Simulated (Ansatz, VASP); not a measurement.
One calculation of CsH5, two programs

File INCAR:

```
SYSTEM = CsH5
PREC = Accurate
ENCUT = 520
EDIFF = 1E-7
ISMEAR = 0
SIGMA = 0.1
LREAL = .False.
LASPH = .True.
NELM = 80
ALGO = Normal
ISIF = 2
LWAVE = .False.
LCHARG = .False.
GGA = PE
NBANDS = 26
```

The input KPOINTS:

```
Automatic mesh
0
Gamma
  4 2 4
  0 0 0
```

POSCAR

```
CsH5
1.0
    5.0628655900      0.0000000000      0.0000000000
    0.0000000000      8.7762755300      0.0000000000
    0.0000000000      0.0000000000      4.2388261900
Cs H
2 10
Direct
    0.0000000000      0.0000000000      0.0000000000
    0.5000000000      0.5000000000      0.0000000000
    0.4892063300      0.1901668500      0.0000000000
    0.0107936700      0.6901668500      0.0000000000
    0.5107936700      0.8098331500      0.0000000000
    0.9892063300      0.3098331500      0.0000000000
    0.2937686800      0.7368305500      0.5000000000
    0.7062313200      0.2631694500      0.5000000000
    0.5000000000      0.0000000000      0.5000000000
    0.0000000000      0.5000000000      0.5000000000
    0.2062313200      0.2368305500      0.5000000000
    0.7937686800      0.7631694500      0.5000000000
```

Input for Ansatz:

```yaml
crystal:
  lattice:
    - [5.06286559, 0.0, 0.0]
    - [0.0, 8.77627553, 0.0]
    - [0.0, 0.0, 4.23882619]
  atoms:
    - { symbol: Cs, position: [0.0, 0.0, 0.0] }
    - { symbol: Cs, position: [0.5, 0.5, 0.0] }
    - { symbol: H, position: [0.48920633, 0.19016685, 0.0] }
    - { symbol: H, position: [0.01079367, 0.69016685, 0.0] }
    - { symbol: H, position: [0.51079367, 0.80983315, 0.0] }
    - { symbol: H, position: [0.98920633, 0.30983315, 0.0] }
    - { symbol: H, position: [0.29376868, 0.73683055, 0.5] }
    - { symbol: H, position: [0.70623132, 0.26316945, 0.5] }
    - { symbol: H, position: [0.5, 0.0, 0.5] }
    - { symbol: H, position: [0.0, 0.5, 0.5] }
    - { symbol: H, position: [0.20623132, 0.23683055, 0.5] }
    - { symbol: H, position: [0.79376868, 0.76316945, 0.5] }
basis:
  ecutwfc: 420
kpoints:
  mp_grid: { grid: [4, 2, 4] }
hamiltonian:
  xc: pbe
scf:
  occupations: { method: gaussian, width: 0.1 }
  lower_state_search: "off"
output:
  forces: true
  stress: true
  eigenvalues: true
```

Alike in both runs: task single point; functional PBE; k mesh 4 × 2 × 4; occupations gaussian, width 0.1 eV; no spin polarisation.

```csv
,VASP,Ansatz
version,VASP 6.6.1,Ansatz 0.2.0
potentials or method,"VASP PAW PBE potentials, release 64 (Cs_sv, H), cutoff 520 eV","scalar-relativistic, plane waves, PAW"
valence electrons in the cell,28,28
```

VASP gave:

```
gap on the k mesh at the Fermi level (eV)                     : none
pressure (GPa)                                                : -3.7
traceless stress, the component that is largest in VASP (GPa) : 2.14
rms of the force components (eV/Å)                            : 0.124
```

**Question.** Estimate Ansatz's values.

**Answer.** gap on the k mesh at the Fermi level (eV): none; pressure (GPa): -3.7; traceless stress, the component that is largest in VASP (GPa): 2.12; rms of the force components (eV/Å): 0.126.

Atom by atom the forces differ by 0.001 eV/Å (rms over components). A gap of «none» marks a metal or a gap that the smearing closes.

The k mesh is coarse, so the values compare programs but aren't converged. Spin-orbit coupling is off throughout.
